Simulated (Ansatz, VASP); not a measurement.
## Sb in VASP and in Ansatz

The input INCAR:

```
PREC = Accurate
ENCUT = 600
EDIFF = 1E-6
ISMEAR = 0
SIGMA = 0.1
LREAL = F
LASPH = T
NELM = 100
ALGO = Normal
ISIF = 3
LWAVE = F
LCHARG = F
GGA = PE
IBRION = 2
NSW = 80
EDIFFG = -0.01
```

KPOINTS

```
Automatic mesh
0
Gamma
  16 16 16
```

File POSCAR:

```
Sb
1.0
   -1.8964368553      1.8964368553      1.8964368553
    1.8964368553     -1.8964368553      1.8964368553
    1.8964368553      1.8964368553     -1.8964368553
Sb
1
Direct
    0.0000000000      0.0000000000      0.0000000000
```

Input for Ansatz:

```yaml
crystal:
  lattice:
    - [-1.8964368467, 1.8964368467, 1.8964368467]
    - [1.8964368467, -1.8964368467, 1.8964368467]
    - [1.8964368467, 1.8964368467, -1.8964368467]
  atoms:
    - { symbol: Sb, position: [0.0, 0.0, 0.0] }
basis:
  ecutwfc: 420
kpoints:
  mp_grid: { grid: [16, 16, 16] }
hamiltonian:
  xc: pbe
scf:
  occupations: { method: gaussian, width: 0.1 }
output:
  forces: true
  stress: true
  eigenvalues: true
  write_density: true
  write_potential: true
  elf: true
  volumetric_format: npy
relax:
  adjacent_minimum: "off"
  f_tol: 0.01
  max_steps: 60
  cell: { stress_tol: 0.1 }
```

Alike in both runs: task relaxation of cell and atoms; functional PBE; k mesh 16 × 16 × 16; occupations gaussian, width 0.1 eV; no spin polarisation.

|  | VASP | Ansatz |
| --- | --- | --- |
| version | VASP 6.6.1 | Ansatz 0.2.0 |
| potentials or method | VASP PAW PBE potentials, release 64 (Sb), cutoff 600 eV | scalar-relativistic, plane waves, PAW |
| valence electrons in the cell | 5 | 15 |

```csv
,VASP,Ansatz,Ansatz less VASP
"gap on the k mesh at the Fermi level, each at its own relaxed structure (eV)",none,none,-
relaxed volume (Å³/atom),27.20,27.28,+0.078
relaxed length of the cell vector where the two differ most in proportion (Å),3.282,3.285,+0.0031
```

A gap of «none» marks a metal or a gap that the smearing closes. VASP's potentials hold 5 valence electrons a cell and Ansatz's 15, so a difference there can come from the potentials and not from the codes.

Spin-orbit coupling is off throughout.
